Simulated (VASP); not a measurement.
Crystal: As.

```
As
1.0
     1.76909    1.02138    4.23619
    -1.76909    1.02138    4.23619
     0.00000   -2.04276    4.23619
As
2
Direct
  0.05770 0.05770 0.05770
  0.94230 0.94230 0.94230
```

* Program: VASP 6.6.1
* Task: relaxation of cell and atoms
* Functional: PBE
* Potentials or basis: VASP PAW PBE potentials, release 64 (As)
* Cutoff: 500 eV
* k mesh: 6 × 6 × 6
* Occupations: gaussian, width 0.1 eV
* Spin: no spin polarisation

At the start: pressure 141.0 GPa; volume 22.96 Å³/atom.

Task: Where does the relaxation end?

Result: Over 19 steps the energy falls by 9099.3 meV/atom and the volume is 36.07 Å³/atom (+57.1 %); space group R-3m (No. 166, to 0.05 Å).

The path:
| step | energy change (eV) | largest force (eV/Å) | pressure (GPa) | volume (Å³) |
| --- | --- | --- | --- | --- |
| 1 | 0.0000 | 78.9978 | 140.97 | 45.93 |
| 2 | -12.4421 | 2.7401 | -7.88 | 197.96 |
| 3 | -15.4030 | 2.4366 | -5.84 | 184.91 |
| 4 | -15.7891 | 2.9865 | -1.80 | 175.53 |
| 5 | -15.9803 | 1.3272 | -3.43 | 178.40 |
| 6 | -17.3206 | 1.1090 | -1.19 | 141.27 |
| 7 | -17.7680 | 1.5699 | 1.34 | 116.85 |
| 8 | -17.2423 | 5.1234 | 14.35 | 73.29 |
| 9 | -17.7242 | 3.2411 | 10.25 | 71.43 |
| 10 | -18.0882 | 0.7105 | 4.67 | 68.15 |
| 11 | -18.1247 | 0.0620 | 2.89 | 66.89 |
| 12 | -18.1275 | 0.2968 | 2.33 | 66.46 |
| 13 | -18.1494 | 0.2134 | 1.97 | 67.32 |
| 14 | -18.1898 | 0.0316 | 1.01 | 69.90 |
| 15 | -18.1693 | 0.4921 | -0.49 | 75.23 |
| 16 | -18.1970 | 0.2008 | 0.42 | 71.76 |
| 17 | -18.1970 | 0.1913 | 0.45 | 71.65 |
| 18 | -18.1984 | 0.0616 | 0.13 | 71.99 |
| 19 | -18.1985 | 0.0008 | -0.02 | 72.15 |

Final structure:
```yaml
crystal:
  lattice:
    - [1.80857, 1.04418, 6.36738]
    - [-1.80857, 1.04418, 6.36738]
    - [0.00000, -2.08836, 6.36738]
  atoms:
    - { symbol: As, position: [0.36978, 0.36978, 0.36978] }
    - { symbol: As, position: [0.63022, 0.63022, 0.63022] }
```

Caveat: the volume moved by over 15 % at a fixed basis, so the end points are rough.
